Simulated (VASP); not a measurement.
Runs of VASP 6.6.1 on Zr. It takes space group Im-3m (No. 229, cubic). Conventional cell: a = 3.620 Å, b = 3.620 Å, c = 3.620 Å, α = 90.00°, β = 90.00°, γ = 90.00°. Zr (site symmetry m-3m) has 14 Zr at 3.14 to 3.62 Å within 4.1 Å. This isn't the form of Zr at room conditions, which is hcp.

```csv
level,potentials or basis,spin,U,smearing,gap on the mesh (eV),pressure (GPa),moment (μB)
PBEsol,"VASP PAW PBE potentials, release 64 (Zr_sv)","non-collinear, zero start, SOC",-,fermi-dirac 0.025 eV,-,-7.0,0.00
PBEsol,"VASP PAW PBE potentials, release 64 (Zr_sv)",off,-,gaussian 0.05 eV,none,-7.0,-
PBEsol+U,"VASP PAW PBE potentials, release 64 (Zr_sv)",off,Zr d U = 6.2 eV,methfessel-paxton 0.15 eV,none,(a),-
LDA,"VASP PAW LDA potentials, release 64 (Zr_sv)","collinear, zero start",-,methfessel-paxton 0.15 eV,none,-9.9,0.00
```

Alike in all rows: cell as given.

Task: Fill in the values left out.

Result: (a) 11.1.

Caveats: the cell stands under tension (at least some runs); the PAW data sets were made with another functional, which shifts forces and pressure a little (at least some runs); the cell stands under pressure (at least some runs); U without spin polarisation on a metal has little footing (at least some runs); the U is typed as a test and isn't derived for this compound (at least some runs).

A k mesh can miss the band edges, and rows without SOC leave out spin-orbit coupling on Zr.

A gap of «none» marks levels without a gap at the run's occupations.
